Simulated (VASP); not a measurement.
# BP (pbe) (F-43m) in VASP: a series of runs

Runs on BP (pbe). Level: PBE. Tasks: single point, relaxation of cell and atoms.

Everything below comes from runs of VASP 6.6.1. Logs are shortened: lines on timing, memory, paths and dates and some standing lists are left out, and cuts for length are marked.

### 1 The cell of the first run

Symmetry: F-43m, No. 216, cubic system. The conventional cell has a = 4.681 Å, b = 4.681 Å, c = 4.681 Å, α = 90.00°, β = 90.00°, γ = 90.00°. Within 2.7 Å of B (site symmetry -43m) lie 4 P at 2.03 Å. Within 2.7 Å of P (site symmetry -43m) lie 4 B at 2.03 Å.

### 2 Single point, PBE (volume scaled by 1.09)

Contents of INCAR:

```
SYSTEM = BP
ALGO     = Normal         ! electronic algorithm
EDIFF    = 1E-6           ! SCF threshold, eV
ENCUT    = 500            ! plane-wave cutoff, eV
GGA      = PE             ! functional
GGA_COMPAT= .FALSE.      
ISIF     = 2              ! what is computed and relaxed
ISMEAR   = 0              ! smearing method
LASPH    = .TRUE.         ! aspherical terms in the spheres
LCHARG   = .TRUE.         ! write CHGCAR
LELF     = .TRUE.         ! ELF
LREAL    = .FALSE.        ! projectors in reciprocal space
LVHAR    = .TRUE.       
LWAVE    = .FALSE.        ! write WAVECAR
NBANDS   = 11             ! bands
NELM     = 120            ! most SCF steps
PREC     = Accurate       ! precision mode
SIGMA    = 0.02           ! smearing width, eV
```

Contents of KPOINTS:

```
k-points
0
G
  10 10 10
  0 0 0
```

Contents of POSCAR:

```
BP
1.0
    0.0000000000      2.3404263186      2.3404263186
    2.3404263186      0.0000000000      2.3404263186
    2.3404263186      2.3404263186      0.0000000000
B P
1 1
Direct
    0.0000000000      0.0000000000      0.0000000000
    0.2500000000      0.2500000000      0.2500000000
```

Potentials or basis: VASP PAW PBE potentials, release 64 (B, P).

The run is started by

```
$ cat potpaw_PBE.64/B/POTCAR potpaw_PBE.64/P/POTCAR > POTCAR
$ mpirun -np 1 vasp_std > vasp.out
```

OUTCAR:

```text
SYSTEM = BP
   EDIFF = 1E-6
   ENCUT = 500
   GGA = PE
   ISIF = 2
   ISMEAR = 0
   LASPH = .TRUE.
   LREAL = .FALSE.
   NELM = 120
   PREC = Accurate

 ion  position               nearest neighbor table
   1  0.000  0.000  0.000-   2 2.03   2 2.03   2 2.03   2 2.03
   2  0.250  0.250  0.250-   1 2.03   1 2.03   1 2.03   1 2.03

  LATTYP: Found a face centered cubic cell.
 ALAT       =     4.6808526372

  Lattice vectors:

 A1 = (   0.0000000000,   2.3404263186,   2.3404263186)
 A2 = (   2.3404263186,   0.0000000000,   2.3404263186)
 A3 = (   2.3404263186,   2.3404263186,   0.0000000000)

Analysis of symmetry for initial positions (statically):
=====================================================================
 Subroutine PRICEL returns:
 Original cell was already a primitive cell.

 Routine SETGRP: Setting up the symmetry group for a
 face centered cubic supercell.

 Subroutine GETGRP returns: Found 24 space group operations
 (whereof 24 operations were pure point group operations)
 out of a pool of 48 trial point group operations.

The static configuration has the point symmetry T_d .

Analysis of symmetry for dynamics (positions and initial velocities):
=====================================================================
 Subroutine PRICEL returns:
 Original cell was already a primitive cell.

 Routine SETGRP: Setting up the symmetry group for a
 face centered cubic supercell.

 Subroutine GETGRP returns: Found 24 space group operations
 (whereof 24 operations were pure point group operations)
 out of a pool of 48 trial point group operations.

The dynamic configuration has the point symmetry T_d .

 Subroutine INISYM returns: Found 24 space group operations
 (whereof 24 operations are pure point group operations),
 and found     1 'primitive' translations

----------------------------------------------------------------------------------------

                                     Primitive cell

  volume of cell :      25.6398

  direct lattice vectors                    reciprocal lattice vectors
     0.000000000  2.340426319  2.340426319    -0.213636292  0.213636292  0.213636292
     2.340426319  0.000000000  2.340426319     0.213636292 -0.213636292  0.213636292
     2.340426319  2.340426319  0.000000000     0.213636292  0.213636292 -0.213636292

  length of vectors
     3.309862641  3.309862641  3.309862641     0.370028912  0.370028912  0.370028912

  position of ions in fractional coordinates (direct lattice)
     0.000000000  0.000000000  0.000000000
     0.250000000  0.250000000  0.250000000

  ion indices of the primitive-cell ions
[... 79 lines left out ...]
   IBRION =     -1    ionic relax: 0-MD 1-quasi-New 2-CG
   NFREE  =      0    steps in history (QN), initial steepest desc. (CG)
   ISIF   =      2    stress and relaxation
   ISYM   =      2    0-nonsym 1-usesym 2-fastsym
   POTIM  = 0.5000    time-step for ionic-motion
   TEBEG  =    0.0;   TEEND  =   0.0 temperature during run
   PSTRESS=    0.0 pullay stress
   NELECT =       8.0000    total number of electrons
   NUPDOWN=      -1.0000    fix difference up-down
   EMIN   =  10.00;   EMAX   =-10.00  energy-range for DOS
   EFERMI =   0.00;   METHOD = LEGACY
   ISMEAR =     0;   SIGMA  =   0.02  broadening in eV -4-tet -1-fermi 0-gaus
   EFERMI_NEDOS =   21; number of points for ismear=-14 and -15
   IALGO  =     38    algorithm
   IMIX   =      4    mixing-type and parameters
     AMIX     =   0.40;   BMIX     =  1.00
     AMIX_MAG =   1.60;   BMIX_MAG =  1.00
  volume/ion in A,a.u.               =      12.82        86.51
  Fermi-wavevector in a.u.,A,eV,Ry     =   1.110367  2.098289 16.774823  1.232915
  Thomas-Fermi vector in A             =   2.246918
   LORBIT       =      0    0 simple, 1 ext, 2 COOP (PROOUT), +10 PAW based schemes
   GGA     = PE    functional components
   LHFCALC =     F    Hartree Fock is set to
   AEXX    =    0.0000 exact exchange contribution
   IVDW    =     0    specifies the selected vdW correction
   LEPSILON=     F    determine dielectric tensor
   LRPA    =     F    only Hartree local field effects (RPA)
 non-spin polarized calculation
 Gauss-broadening in eV      SIGMA  =   0.02
  energy-cutoff  :      500.00
  volume of cell :       25.64
 maximum number of plane-waves:       666
   NGX = 13   NGY = 13   NGZ = 13

 number of electron       8.0000000 magnetization

 Free energy of the ion-electron system (eV)
  ---------------------------------------------------
  ext. energy  EPLUGINS =         0.00000000
  ---------------------------------------------------
  free energy    TOTEN  =       -12.84532192 eV

  energy without entropy =      -12.84532192  energy(sigma->0) =      -12.84532192

 E-fermi :   6.4640     XC(G=0): -10.5108

 val. band max:        6.3670271761   @ k =   0.0000   0.0000   0.0000
 cond. band min:       7.7283050013   @ k =   0.4000   0.4000   0.0000
 fundamental gap:      1.3612778252
 Fermi energy:         6.4640437863

 k-point     1 :       0.0000    0.0000    0.0000
  band No.  band energies     occupation
      1      -8.2873      2.00000
      2       6.3670      2.00000
      3       6.3670      2.00000
      4       6.3670      2.00000
      5       9.6465      0.00000
      6       9.6465      0.00000
      7       9.6465      0.00000
      8      12.3704      0.00000
      9      17.2893      0.00000
     10      18.2423      0.00000
     11      18.2423      0.00000
[... 309 lines left out ...]
 k-point    24 :       0.4000    0.3000    0.0000
  band No.  band energies     occupation
      1      -5.5900      2.00000
      2       0.4075      2.00000
      3       2.6607      2.00000
      4       3.1402      2.00000
      5       8.2476      0.00000
      6      10.0033      0.00000
      7      15.1851      0.00000
      8      15.2796      0.00000
      9      19.3146      0.00000
     10      21.1221      0.00000
     11      22.1738      0.00000

 [... further k-points ...]
[... 5 lines left out ...]
  --------------------------------------------------------------------------------------
  -------------------------------------------------------------------------------------
  Total       -1.9159792     -1.9159792     -1.9159792      0.0000000     -0.0000000     -0.0000000
  in kB     -119.7254433   -119.7254433   -119.7254433      0.0000000     -0.0000000     -0.0000000
  external PRESSURE =    -119.7254433 kB  Pullay stress =       0.0000000 kB

 VOLUME and BASIS-vectors are now :
 -----------------------------------------------------------------------------
  energy-cutoff  :      500.00
  volume of cell :       25.64
      direct lattice vectors                 reciprocal lattice vectors
     0.000000000  2.340426319  2.340426319    -0.213636292  0.213636292  0.213636292
     2.340426319  0.000000000  2.340426319     0.213636292 -0.213636292  0.213636292
     2.340426319  2.340426319  0.000000000     0.213636292  0.213636292 -0.213636292

 POSITION                                       TOTAL-FORCE (eV/Angst)
 -----------------------------------------------------------------------------------
      0.00000      0.00000      0.00000        -0.000000     -0.000000     -0.000000
      1.17021      1.17021      1.17021         0.000000      0.000000      0.000000
 -----------------------------------------------------------------------------------
    total drift:                                0.000000      0.000000      0.000000

  FREE ENERGIE OF THE ION-ELECTRON SYSTEM (eV)
  ---------------------------------------------------
  free  energy   TOTEN  =       -12.8453219204 eV

  energy  without entropy=      -12.8453219204  energy(sigma->0) =      -12.84532192
```

OSZICAR:

```text
N       E                     dE             d eps       ncg     rms          rms(c)
DAV:   1     0.791522928491E+01    0.79152E+01   -0.37848E+03  1042   0.626E+02
DAV:   2    -0.128242082328E+02   -0.20739E+02   -0.19823E+02  1375   0.103E+02
DAV:   3    -0.133687056295E+02   -0.54450E+00   -0.54361E+00  1301   0.150E+01
DAV:   4    -0.133709765239E+02   -0.22709E-02   -0.22707E-02  1200   0.115E+00
DAV:   5    -0.133709902143E+02   -0.13690E-04   -0.13690E-04  1269   0.847E-02    0.629E+00
DAV:   6    -0.129167209755E+02    0.45427E+00   -0.11370E+00  1154   0.435E+00    0.341E+00
DAV:   7    -0.128514266479E+02    0.65294E-01   -0.15448E-01  1265   0.197E+00    0.122E+00
DAV:   8    -0.128447675965E+02    0.66591E-02   -0.22854E-02  1204   0.840E-01    0.159E-01
DAV:   9    -0.128451094634E+02   -0.34187E-03   -0.73546E-04  1204   0.173E-01    0.888E-02
DAV:  10    -0.128453097452E+02   -0.20028E-03   -0.24932E-04  1161   0.982E-02    0.256E-02
DAV:  11    -0.128453208781E+02   -0.11133E-04   -0.11375E-05  1331   0.225E-02    0.257E-02
DAV:  12    -0.128453220271E+02   -0.11490E-05   -0.41188E-06  1148   0.100E-02    0.887E-03
DAV:  13    -0.128453219204E+02    0.10671E-06   -0.92145E-08   583   0.208E-03
   1 F= -.12845322E+02 E0= -.12845322E+02  d E =-.204335E-14
```

stdout:

```text
POSCAR found type information on POSCAR B P
 POSCAR found :  2 types and       2 ions
 scaLAPACK will be used
 LDA part: xc-table for (Slater+PW92), standard interpolation
 POSCAR, INCAR and KPOINTS ok, starting setup
 FFT: planning ... GRIDC
 FFT: planning ... GRID_SOFT
 FFT: planning ... GRID
 WAVECAR not read
 entering main loop
```

Wall time 15 s (1 thread of AMD EPYC 7R43 (Zen 3), shared host); peak memory 0.1 GiB.

Results:

```yaml
Free_energy: -12.8453 eV
Pressure: -12.0 GPa
Band_gap_on_the_k_mesh: 1.36 eV, indirect (least direct gap 3.28 eV)
```

Caveat: the cell differs from its parent crystal (volume scaled by 1.09). A k mesh can miss the band edges.

### 3 Relaxation of cell and atoms, PBE

This run uses another cell than the first one, of 11.68 Å³/atom, 0.911 times its volume.

Contents of INCAR:

```
SYSTEM = BP
ALGO = Normal ; EDIFF = 1E-7
EDIFFG = -0.002 ; ENCUT = 500
GGA = PE ; GGA_COMPAT = .False.
IBRION = 2 ; ISIF = 3
ISMEAR = 0 ; LASPH = .True.
LCHARG = .False. ; LREAL = .False.
LWAVE = .False. ; NELM = 120
NELMIN = 4 ; NSW = 100
PREC = Accurate ; SIGMA = 0.02
```

Contents of KPOINTS:

```
k-points
0
Gamma
  10 10 10
  0 0 0
```

Contents of POSCAR:

```
BP
1.0
    0.0000000000      2.2690000000      2.2690000000
    2.2690000000      0.0000000000      2.2690000000
    2.2690000000      2.2690000000      0.0000000000
B P
1 1
Direct
    0.0000000000      0.0000000000      0.0000000000
    0.2500000000      0.2500000000      0.2500000000
```

Potentials or basis: VASP PAW PBE potentials, release 64 (B, P).

The run is started by

```
$ cat potpaw_PBE.64/B/POTCAR potpaw_PBE.64/P/POTCAR > POTCAR
$ mpirun -np 1 vasp_std > vasp.out
```

OUTCAR:

```text
SYSTEM = BP
   EDIFF = 1E-7
   EDIFFG = -0.002
   ENCUT = 500
   GGA = PE
   IBRION = 2
   ISIF = 3
   ISMEAR = 0
   LASPH = .True.
   LREAL = .False.
   NELM = 120
   NELMIN = 4
   NSW = 100
   PREC = Accurate

 ion  position               nearest neighbor table
   1  0.000  0.000  0.000-   2 1.97   2 1.97   2 1.97   2 1.97
   2  0.250  0.250  0.250-   1 1.97   1 1.97   1 1.97   1 1.97

  LATTYP: Found a face centered cubic cell.
 ALAT       =     4.5380000000

  Lattice vectors:

 A1 = (   0.0000000000,   2.2690000000,   2.2690000000)
 A2 = (   2.2690000000,   0.0000000000,   2.2690000000)
 A3 = (   2.2690000000,   2.2690000000,   0.0000000000)

Analysis of symmetry for initial positions (statically):
=====================================================================
 Subroutine PRICEL returns:
 Original cell was already a primitive cell.

 Routine SETGRP: Setting up the symmetry group for a
 face centered cubic supercell.

 Subroutine GETGRP returns: Found 24 space group operations
 (whereof 24 operations were pure point group operations)
 out of a pool of 48 trial point group operations.

The static configuration has the point symmetry T_d .

Analysis of symmetry for dynamics (positions and initial velocities):
=====================================================================
 Subroutine PRICEL returns:
 Original cell was already a primitive cell.

 Routine SETGRP: Setting up the symmetry group for a
 face centered cubic supercell.

 Subroutine GETGRP returns: Found 24 space group operations
 (whereof 24 operations were pure point group operations)
 out of a pool of 48 trial point group operations.

The dynamic configuration has the point symmetry T_d .

 Subroutine INISYM returns: Found 24 space group operations
 (whereof 24 operations are pure point group operations),
 and found     1 'primitive' translations
[... 120 lines left out ...]
   GGA     = PE    functional components
   LHFCALC =     F    Hartree Fock is set to
   AEXX    =    0.0000 exact exchange contribution
   IVDW    =     0    specifies the selected vdW correction
   LEPSILON=     F    determine dielectric tensor
   LRPA    =     F    only Hartree local field effects (RPA)
 conjugate gradient relaxation of ions
 non-spin polarized calculation
 Gauss-broadening in eV      SIGMA  =   0.02
  energy-cutoff  :      500.00
  volume of cell :       23.36
 maximum number of plane-waves:       609
   NGX = 11   NGY = 11   NGZ = 11

--------------------------------------- Ionic step        1  -------------------------------------------

 number of electron       8.0000000 magnetization

 Free energy of the ion-electron system (eV)
  ---------------------------------------------------
  ext. energy  EPLUGINS =         0.00000000
  ---------------------------------------------------
  free energy    TOTEN  =       -12.93015627 eV

  energy without entropy =      -12.93015627  energy(sigma->0) =      -12.93015627

------------------------ aborting loop because EDIFF is reached ----------------------------------------

  FORCE on cell =-STRESS in cart. coord.  units (eV):
  Direction    XX          YY          ZZ          XY          YZ          ZX
  --------------------------------------------------------------------------------------
  -------------------------------------------------------------------------------------
  Total        0.1322431      0.1322431      0.1322431      0.0000000      0.0000000      0.0000000
  in kB        9.0688079      9.0688079      9.0688079      0.0000000      0.0000000      0.0000000
  external PRESSURE =       9.0688079 kB  Pullay stress =       0.0000000 kB
[... 59 lines left out ...]
--------------------------------------- Ionic step        3  -------------------------------------------

 number of electron       8.0000000 magnetization

 Free energy of the ion-electron system (eV)
  ---------------------------------------------------
  ext. energy  EPLUGINS =         0.00000000
  ---------------------------------------------------
  free energy    TOTEN  =       -12.93051838 eV

  energy without entropy =      -12.93051838  energy(sigma->0) =      -12.93051838

 E-fermi :   7.5154     XC(G=0): -10.8835

 val. band max:        7.3678539097   @ k =   0.0000   0.0000   0.0000
 cond. band min:       8.6147198703   @ k =   0.4000   0.4000   0.0000
 fundamental gap:      1.2468659606
 Fermi energy:         7.5154073293

 k-point     1 :       0.0000    0.0000    0.0000
  band No.  band energies     occupation
      1      -8.0435      2.00000
      2       7.3679      2.00000
      3       7.3679      2.00000
      4       7.3679      2.00000
      5      10.7605      0.00000
      6      10.7605      0.00000
      7      10.7605      0.00000
      8      14.6585      0.00000
[... 243 lines left out ...]
 k-point    24 :       0.4000    0.3000    0.0000
  band No.  band energies     occupation
      1      -5.1185      2.00000
      2       1.2197      2.00000
      3       3.3401      2.00000
      4       3.8699      2.00000
      5       9.1838      0.00000
      6      10.9927      0.00000
      7      16.8069      0.00000
      8      16.8208      0.00000

 [... further k-points ...]
[... 5 lines left out ...]
  --------------------------------------------------------------------------------------
  -------------------------------------------------------------------------------------
  Total        0.0011893      0.0011893      0.0011893      0.0000000      0.0000000     -0.0000000
  in kB        0.0811098      0.0811098      0.0811098      0.0000000      0.0000000     -0.0000000
  external PRESSURE =       0.0811098 kB  Pullay stress =       0.0000000 kB
[... 17 lines left out ...]
  FREE ENERGIE OF THE ION-ELECTRON SYSTEM (eV)
  ---------------------------------------------------
  free  energy   TOTEN  =       -12.9305183849 eV

  energy  without entropy=      -12.9305183849  energy(sigma->0) =      -12.93051838

 reached required accuracy - stopping structural energy minimisation
```

OSZICAR:

```text
N       E                     dE             d eps       ncg     rms          rms(c)
DAV:   1     0.913903213126E+01    0.91390E+01   -0.40738E+03   752   0.880E+02
[... 23 lines left out ...]
DAV:   1    -0.129306614179E+02   -0.33604E-03   -0.48523E-03   848   0.551E-01    0.859E-02
DAV:   2    -0.129305482706E+02    0.11315E-03   -0.24072E-04   992   0.978E-02    0.449E-02
DAV:   3    -0.129305192409E+02    0.29030E-04   -0.63089E-05   848   0.458E-02    0.124E-02
DAV:   4    -0.129305178403E+02    0.14006E-05   -0.26836E-06   960   0.121E-02    0.964E-03
DAV:   5    -0.129305181997E+02   -0.35934E-06   -0.68877E-07  1008   0.594E-03    0.456E-03
DAV:   6    -0.129305183670E+02   -0.16735E-06   -0.19260E-08   376   0.118E-03    0.365E-04
DAV:   7    -0.129305183849E+02   -0.17853E-07   -0.24839E-09   376   0.433E-04
   3 F= -.12930518E+02 E0= -.12930518E+02  d E =-.362117E-03
```

CONTCAR:

```text
BP
   1.00000000000000
     0.0000000000000000    2.2731658330537892    2.2731658330537892
     2.2731658330537892    0.0000000000000000    2.2731658330537892
     2.2731658330537892    2.2731658330537892    0.0000000000000000
  B               P
     1     1
Direct
     0.0000000000000000    0.0000000000000000    0.0000000000000000
     0.2500000000000000    0.2500000000000000    0.2500000000000000

  0.00000000E+00  0.00000000E+00  0.00000000E+00
  0.00000000E+00  0.00000000E+00  0.00000000E+00
```

Run time: 23 s. Hardware: 1 thread of AMD EPYC 7R43 (Zen 3), shared host; peak memory 0.09 GiB.

What came out:

- Free energy: -12.9305 eV
- Relaxed volume: 11.75 Å³/atom
- Relaxed cell: a = 3.215 Å, b = 3.215 Å, c = 3.215 Å, α = 60.00°, β = 60.00°, γ = 60.00°
- Space group after relaxing (to 0.05 Å): F-43m (No. 216)
- Energy gained by relaxing: 0.2 meV/atom
- Ionic steps: 3
- Pressure after relaxing: 0.0 GPa
- Band gap on the k mesh: 1.25 eV, indirect (least direct gap 3.39 eV)

The path:
```tsv
step	energy change (eV)	largest force (eV/Å)	pressure (GPa)	volume (Å³)
1	0.0000	0.0000	0.91	23.36
2	-0.0002	0.0000	-0.64	23.59
3	-0.0004	0.0000	0.01	23.49
```

Final structure:
```
CELL_PARAMETERS angstrom
0.00000 2.27317 2.27317
2.27317 0.00000 2.27317
2.27317 2.27317 0.00000
ATOMIC_POSITIONS crystal
B 0.00000 0.00000 0.00000
P 0.25000 0.25000 0.25000
```

Levels at points of the mesh, in eV from the valence-band top:
```
           k point  band 1  band 2  band 3  band 4  band 5  band 6  band 7  band 8
(0.00, 0.00, 0.00)  -15.41    0.00    0.00    0.00    3.39    3.39    3.39    7.29
(0.50, 0.00, 0.00)  -12.11   -8.99   -1.75   -1.75    3.75    4.71    4.71   10.11
(0.50, 0.50, 0.00)  -10.59   -8.55   -4.09   -4.09    1.34    1.66   12.07   12.07
```

A k mesh can miss the band edges. Zero-point motion and thermal expansion aren't in these numbers.
